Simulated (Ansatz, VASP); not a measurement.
## Two plane-wave programs on CoSi

Contents of INCAR:

```
PREC = Accurate
ENCUT = 520
EDIFF = 1E-6
ISMEAR = 0
SIGMA = 0.1
LREAL = F
LASPH = T
NELM = 150
ALGO = Normal
ISIF = 2
LWAVE = F
LCHARG = F
ISPIN = 2
MAGMOM = 0.7 0
LORBIT = 11
LMAXMIX = 4
GGA = PE
NBANDS = 18
```

Contents of KPOINTS:

```
Automatic mesh
0
Gamma
  16 16 16
```

Contents of POSCAR:

```
CoSi
1.0
    2.7290722401      0.0000000000      0.0000000000
    0.0000000000      2.7290722401      0.0000000000
    0.0000000000      0.0000000000      2.7290722401
Co Si
1 1
Direct
    0.0000000000      0.0000000000      0.0000000000
    0.5000000000      0.5000000000      0.5000000000
```

Input for Ansatz:

```yaml
crystal:
  lattice:
    - [2.7290722401, 0.0, 0.0]
    - [0.0, 2.7290722401, 0.0]
    - [0.0, 0.0, 2.7290722401]
  atoms:
    - { symbol: Co, position: [0.0, 0.0, 0.0], spin: 0.7 }
    - { symbol: Si, position: [0.5, 0.5, 0.5] }
basis:
  ecutwfc: 420
kpoints:
  mp_grid: { grid: [16, 16, 16] }
hamiltonian:
  xc: pbe
scf:
  occupations: { method: gaussian, width: 0.1 }
output:
  forces: true
  stress: true
  eigenvalues: true
  populations: true
magnetization:
  spin_polarized: true
```

Alike in both runs: task single point; functional PBE; k mesh 16 × 16 × 16; occupations gaussian, width 0.1 eV; collinear spin.

|  | VASP | Ansatz |
| --- | --- | --- |
| version | VASP 6.6.1 | Ansatz 0.2.0 |
| potentials or method | VASP PAW PBE potentials, release 64 (Co, Si), cutoff 520 eV | scalar-relativistic, plane waves, PAW |
| valence electrons in the cell | 13 | 21 |

|  | VASP | Ansatz | Ansatz less VASP |
| --- | --- | --- | --- |
| gap on the k mesh at the Fermi level (eV) | none | none | - |
| pressure (GPa) | 14.1 | 14.2 | +0.08 |
| net moment per atom (μB) | 0.24 | 0.25 | +0.014 |
| size of the moment on the site where the two differ most (μB) | 0.47 | 0.50 | +0.031 |

Site moments also hang on the region over which each program counts them. A gap of «none» marks a metal or a gap that the smearing closes. VASP's potentials hold 13 valence electrons a cell and Ansatz's 21, so a difference there can come from the potentials and not from the codes.
